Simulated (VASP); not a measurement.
# C (I4_1/amd) in VASP: further runs

C is run at these levels: PBE; tasks: electric field gradients.

Everything below comes from runs of VASP 6.6.1. Logs are shortened: lines on timing, memory, paths and dates and some standing lists are left out, and cuts for length are marked.

## Step 1: The cell of the first run

The structure is tetragonal, space group I4_1/amd (No. 141). The conventional cell has a = 2.472 Å, b = 2.472 Å, c = 3.567 Å, α = 90.00°, β = 90.00°, γ = 90.00°. Within 2.0 Å of C (site symmetry -4m2) lie 4 C at 1.52 Å.

## Step 2: Electric field gradients, PBE (equal xx and yy strain of -2 %)

The input, INCAR:

```
SYSTEM = C
PREC = Accurate
ENCUT = 520
EDIFF = 1E-8
ISMEAR = -1
SIGMA = 0.08
LREAL = .False.
LASPH = .True.
NELM = 60
ALGO = Normal
ISIF = 2
LWAVE = .False.
LCHARG = .False.
GGA = PE
LEFG = .True.
NBANDS = 11
```

The input, KPOINTS:

```
Automatic mesh
0
Gamma
  20 20 20
  0 0 0
```

The input, POSCAR:

```
C
1.0
    0.0000000000      1.7477320000      1.7834000000
    1.7477320000      0.0000000000      1.7834000000
    1.7477320000      1.7477320000      0.0000000000
C
2
Direct
    0.5000000000      0.5000000000      0.5000000000
    0.7500000000      0.7500000000      0.7500000000
```

Potentials or basis: VASP PAW PBE potentials, release 64 (C).

Command:

```sh
$ cat potpaw_PBE.64/C/POTCAR > POTCAR
$ mpirun -np 1 vasp_std > vasp.out
```

OUTCAR:

```text
SYSTEM = C
   PREC = Accurate
   ENCUT = 520
   EDIFF = 1E-8
   ISMEAR = -1
   LREAL = .False.
   LASPH = .True.
   NELM = 60
   ISIF = 2
   GGA = PE

 ion  position               nearest neighbor table
   1  0.500  0.500  0.500-   2 1.52   2 1.52   2 1.52   2 1.52
   2  0.750  0.750  0.750-   1 1.52   1 1.52   1 1.52   1 1.52

  LATTYP: Found a body centered tetragonal cell.
 ALAT       =     2.4716662978
 C/A-ratio  =     1.4430750636

  Lattice vectors:

 A1 = (  -1.7477320000,   0.0000000000,   1.7834000000)
 A2 = (   1.7477320000,   0.0000000000,   1.7834000000)
 A3 = (   0.0000000000,   1.7477320000,  -1.7834000000)

Analysis of symmetry for initial positions (statically):
=====================================================================
 Subroutine PRICEL returns:
 Original cell was already a primitive cell.

 Routine SETGRP: Setting up the symmetry group for a
 body centered tetragonal supercell.

 Subroutine GETGRP returns: Found 16 space group operations
 (whereof  8 operations were pure point group operations)
 out of a pool of 16 trial point group operations.

The static configuration has the point symmetry D_2d.
 The point group associated with its full space group is D_4h.

Analysis of symmetry for dynamics (positions and initial velocities):
=====================================================================
 Subroutine PRICEL returns:
 Original cell was already a primitive cell.

 Routine SETGRP: Setting up the symmetry group for a
 body centered tetragonal supercell.

 Subroutine GETGRP returns: Found 16 space group operations
 (whereof  8 operations were pure point group operations)
 out of a pool of 16 trial point group operations.

The dynamic configuration has the point symmetry D_2d.
 The point group associated with its full space group is D_4h.

 Subroutine INISYM returns: Found 16 space group operations
 (whereof  8 operations are pure point group operations),
 and found     1 'primitive' translations

----------------------------------------------------------------------------------------

                                     Primitive cell

  volume of cell :      10.8950

  direct lattice vectors                    reciprocal lattice vectors
     0.000000000  1.747732000  1.783400000    -0.286085052  0.286085052  0.280363351
     1.747732000  0.000000000  1.783400000     0.286085052 -0.286085052  0.280363351
     1.747732000  1.747732000  0.000000000     0.286085052  0.286085052 -0.280363351

  length of vectors
     2.497014758  2.497014758  2.471666298     0.492232590  0.492232590  0.492232590

  position of ions in fractional coordinates (direct lattice)
     0.500000000  0.500000000  0.500000000
     0.750000000  0.750000000  0.750000000

  ion indices of the primitive-cell ions
   primitive index   ion index
                 1           1
                 2           2

----------------------------------------------------------------------------------------

 KPOINTS: Automatic mesh

Automatic generation of k-mesh.
 Grid dimensions read from file:
 generate k-points for:   20   20   20

 Generating k-lattice:

  Cartesian coordinates                     Fractional coordinates (reciprocal lattice)
    -0.014304253  0.014304253  0.014018168     0.050000000  0.000000000  0.000000000
     0.014304253 -0.014304253  0.014018168     0.000000000  0.050000000  0.000000000
     0.014304253  0.014304253 -0.014018168     0.000000000  0.000000000  0.050000000

  Length of vectors
     0.024611629  0.024611629  0.024611629

  Shift w.r.t. Gamma in fractional coordinates (k-lattice)
     0.000000000  0.000000000  0.000000000

 Subroutine IBZKPT returns following result:
 ===========================================

 Found    641 irreducible k-points:

 Following reciprocal coordinates:
            Coordinates               Weight
  0.000000  0.000000  0.000000      1.000000
  0.050000  0.000000  0.000000      8.000000
  0.100000  0.000000  0.000000      8.000000
  0.150000  0.000000  0.000000      8.000000
  0.200000  0.000000  0.000000      8.000000
  0.250000  0.000000  0.000000      8.000000
[... 16 lines left out ...]
 -0.400000  0.050000  0.000000      8.000000
 -0.350000  0.050000  0.000000      8.000000
 [... further k-points ...]
   k-points           NKPTS =    641   k-points in BZ     NKDIM =    641   number of bands    NBANDS=     11
   number of dos      NEDOS =    301   number of ions     NIONS =      2
   total plane-waves  NPLWV =   7200
   dimension x,y,z NGX =    20 NGY =   20 NGZ =   18
   dimension x,y,z NGXF=    40 NGYF=   40 NGZF=   36
   ions per type =               2
   NGX,Y,Z   is equivalent  to a cutoff of  13.32, 13.32, 12.11 a.u.
   NGXF,Y,Z  is equivalent  to a cutoff of  26.63, 26.63, 24.21 a.u.
 SYSTEM =  C
   PREC   = accura    normal or accurate (medium, high low for compatibility)
   ISTART =      0    job   : 0-new  1-cont  2-samecut
   ICHARG =      2    charge: 1-file 2-atom 10-const
   ISPIN  =      1    spin polarized calculation?
   LNONCOLLINEAR =      F non collinear calculations
   LSORBIT =      F    spin-orbit coupling
   LASPH  =      T    aspherical Exc in radial PAW
   ENCUT  =  520.0 eV  38.22 Ry    6.18 a.u.   4.64  4.64  4.60*2*pi/ulx,y,z
   NELM   =     60;   NELMIN=  2; NELMDL= -5     # of ELM steps
   EDIFF  = 0.1E-07   stopping-criterion for ELM
   LREAL  =      F    real-space projection
   EDIFFG = 0.1E-06   stopping-criterion for IOM
   NSW    =      0    number of steps for IOM
   IBRION =     -1    ionic relax: 0-MD 1-quasi-New 2-CG
   NFREE  =      0    steps in history (QN), initial steepest desc. (CG)
   ISIF   =      2    stress and relaxation
   ISYM   =      2    0-nonsym 1-usesym 2-fastsym
   POTIM  = 0.5000    time-step for ionic-motion
   TEBEG  =    0.0;   TEEND  =   0.0 temperature during run
   PSTRESS=    0.0 pullay stress
   NELECT =       8.0000    total number of electrons
   NUPDOWN=      -1.0000    fix difference up-down
   EMIN   =  10.00;   EMAX   =-10.00  energy-range for DOS
   EFERMI =   0.00;   METHOD = LEGACY
   ISMEAR =    -1;   SIGMA  =   0.08  broadening in eV -4-tet -1-fermi 0-gaus
   EFERMI_NEDOS =   21; number of points for ismear=-14 and -15
   IALGO  =     38    algorithm
   IMIX   =      4    mixing-type and parameters
     AMIX     =   0.40;   BMIX     =  1.00
     AMIX_MAG =   1.60;   BMIX_MAG =  1.00
  volume/ion in A,a.u.               =       5.45        36.76
  Fermi-wavevector in a.u.,A,eV,Ry     =   1.476937  2.791007 29.678978  2.181343
  Thomas-Fermi vector in A             =   2.591403
   LORBIT       =      0    0 simple, 1 ext, 2 COOP (PROOUT), +10 PAW based schemes
   GGA     = PE    functional components
[... 5 lines left out ...]
 non-spin polarized calculation
  energy-cutoff  :      520.00
  volume of cell :       10.90
 maximum number of plane-waves:       304
   NGX =  9   NGY =  9   NGZ =  9

 number of electron       8.0000000 magnetization

 Free energy of the ion-electron system (eV)
  ---------------------------------------------------
  ext. energy  EPLUGINS =         0.00000000
  ---------------------------------------------------
  free energy    TOTEN  =       -18.14246813 eV

  energy without entropy =      -18.14246813  energy(sigma->0) =      -18.14246813

 E-fermi :  11.8217     XC(G=0): -13.4551

 val. band max:       10.4302185591   @ k =   0.0000   0.0000   0.0000
 cond. band min:      14.3891189580   @ k =   0.3500   0.0000   0.3500
 fundamental gap:      3.9589003989
 Fermi energy:        11.8217364918

 k-point     1 :       0.0000    0.0000    0.0000
  band No.  band energies     occupation
      1     -11.7040      2.00000
      2      10.1096      2.00000
      3      10.4302      2.00000
      4      10.4302      2.00000
      5      15.9440      0.00000
      6      15.9440      0.00000
      7      16.1989      0.00000
      8      24.5856      0.00000
      9      30.1470      0.00000
     10      36.7038      0.00000
     11      37.5821      0.00000

 k-point     2 :       0.0500    0.0000    0.0000
  band No.  band energies     occupation
      1     -11.6329      2.00000
      2       9.7608      2.00000
      3      10.1469      2.00000
      4      10.3025      2.00000
      5      16.1150      0.00000
      6      16.1762      0.00000
      7      16.4506      0.00000
      8      24.6343      0.00000
      9      30.2698      0.00000
     10      35.5078      0.00000
     11      36.4811      0.00000
[... 295 lines left out ...]
 k-point    24 :      -0.3500    0.0500    0.0000
  band No.  band energies     occupation
      1      -7.8919      2.00000
      2      -0.3789      2.00000
      3       7.0265      2.00000
      4       8.0709      2.00000
      5      18.8313      0.00000
      6      18.9738      0.00000
      7      19.7921      0.00000
      8      26.0606      0.00000
      9      31.9686      0.00000
     10      33.6136      0.00000
     11      35.5531      0.00000

 [... further k-points ...]
[... 5 lines left out ...]
  --------------------------------------------------------------------------------------
  -------------------------------------------------------------------------------------
  Total        1.9314648      1.9314648      0.5701590      0.0000000      0.0000000      0.0000000
  in kB      284.0330910    284.0330910     83.8451791      0.0000000      0.0000000      0.0000000
  external PRESSURE =     217.3037870 kB  Pullay stress =       0.0000000 kB

 VOLUME and BASIS-vectors are now :
 -----------------------------------------------------------------------------
  energy-cutoff  :      520.00
  volume of cell :       10.90
      direct lattice vectors                 reciprocal lattice vectors
     0.000000000  1.747732000  1.783400000    -0.286085052  0.286085052  0.280363351
     1.747732000  0.000000000  1.783400000     0.286085052 -0.286085052  0.280363351
     1.747732000  1.747732000  0.000000000     0.286085052  0.286085052 -0.280363351

 POSITION                                       TOTAL-FORCE (eV/Angst)
 -----------------------------------------------------------------------------------
      1.74773      1.74773      1.78340         0.000000     -0.000000     -0.000000
      2.62160      2.62160      2.67510        -0.000000      0.000000      0.000000
 -----------------------------------------------------------------------------------
    total drift:                                0.000000     -0.000000      0.000000

  FREE ENERGIE OF THE ION-ELECTRON SYSTEM (eV)
  ---------------------------------------------------
  free  energy   TOTEN  =       -18.1424681291 eV

  energy  without entropy=      -18.1424681290  energy(sigma->0) =      -18.14246813

 Electric field gradients (V/A^2)
---------------------------------------------------------------------
 ion       V_xx      V_yy      V_zz      V_xy      V_xz      V_yz
---------------------------------------------------------------------
   1      -0.415    -0.415     0.829    -0.001     0.000     0.000
   2      -0.415    -0.415     0.829    -0.001     0.000     0.000
---------------------------------------------------------------------

 Electric field gradients after diagonalization (V/A^2)
 (convention: |V_zz| > |V_xx| > |V_yy|)
----------------------------------------------------------------------
 ion       V_xx      V_yy      V_zz     asymmetry (V_yy - V_xx)/ V_zz
----------------------------------------------------------------------
   1      -0.416    -0.414     0.829       0.003
   2      -0.416    -0.414     0.829       0.003
----------------------------------------------------------------------

           NMR quadrupolar parameters

 Cq : quadrupolar parameter    Cq=e*Q*V_zz/h
 eta: asymmetry parameters     (V_yy - V_xx)/ V_zz
 Q  : nuclear electric quadrupole moment in mb (millibarn)
----------------------------------------------------------------------
 ion       Cq(MHz)       eta       Q (mb)
----------------------------------------------------------------------
   1       0.002       0.003       1.000
   2       0.002       0.003       1.000
----------------------------------------------------------------------
```

Run time: 40 s. Hardware: 1 thread of Intel Xeon Platinum 8488C (Sapphire Rapids), shared host; peak memory 0.17 GiB.

Results:

```yaml
Free_energy: -18.1425 eV
Pressure: 21.7 GPa
Band_gap_on_the_k_mesh: 3.96 eV, indirect (least direct gap 5.51 eV)
```

Electric field gradients, principal values (V/Å²):
```
atom   least  middle  greatest (by size)
 1 C  -0.414  -0.416               0.829
 2 C  -0.414  -0.416               0.829
```

Caveat: the cell differs from its parent crystal (equal xx and yy strain of -2 %); without QUAD_EFG the Cq values of the log hold for a quadrupole moment of 1 mb, not for the nuclei.

(Part 1 of 2 ends here.)
